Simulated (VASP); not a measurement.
Wanted: the native input for a VASP 6.6.1 run.

```
Task                   : single point
Functional             : PBE
Potentials or basis    : VASP PAW PBE potentials, release 64 (Sn_d)
Cutoff                 : 520 eV
k mesh                 : 6 × 6 × 4
Occupations            : fermi-dirac, width 0.02 eV
Spin                   : non-collinear spin, zero start, spin-orbit coupling
Starting moments       : [[0.0, 0.0, 0.0], [0.0, 0.0, 0.0], [0.0, 0.0, 0.0], [0.0, 0.0, 0.0]] μB
Dipole correction      : no
Further INCAR settings : ALGO = Normal; EDIFF = 1e-06; NBANDS = 70
```

The structure of Sn lies in POSCAR:

```
Sn
1.0
    4.6349415438      0.0000000000      0.0000000000
   -2.3174707719      4.0139771220      0.0000000000
    0.0000000000      0.0000000000      7.6138913059
Sn
4
Direct
    0.3333333333      0.6666666667      0.0002405641
    0.6666666667      0.3333333333      0.5002405641
    0.3333333333      0.6666666667      0.3747594359
    0.6666666667      0.3333333333      0.8747594359
```

This isn't the form of Sn at room conditions, which is tetragonal (white tin).

These files were run (other wordings do the same):

INCAR

```
ALGO = Normal
EDIFF = 1E-6
ENCUT = 520
GGA = PE
GGA_COMPAT = F
ISIF = 2
ISMEAR = -1
LASPH = T
LCHARG = T
LNONCOLLINEAR = T
LORBIT = 11
LORBMOM = T
LREAL = F
LSORBIT = T
LVHAR = T
LWAVE = F
MAGMOM = 0 0 0 0 0 0 0 0 0 0 0 0
NBANDS = 70
NELM = 150
PREC = Accurate
SIGMA = 0.02
```

KPOINTS

```
k-points
0
Gamma
  6 6 4
```

Potentials or basis: VASP PAW PBE potentials, release 64 (Sn_d).

Run with:

```sh
$ cat potpaw_PBE.64/Sn_d/POTCAR > POTCAR
$ mpirun -np 1 vasp_ncl > vasp.out
```

It gave:

The pressure is 1.5 GPa. The largest force is 0.035 eV/Å and the net moment is 0.00 μB per cell. The valence electrons inside the program's atomic spheres are Sn 12.31.

Run time: 6.7 min on 1 thread of Oxide Virtual Turin-like Processor, with other jobs on the host, peak memory 0.67 GiB.
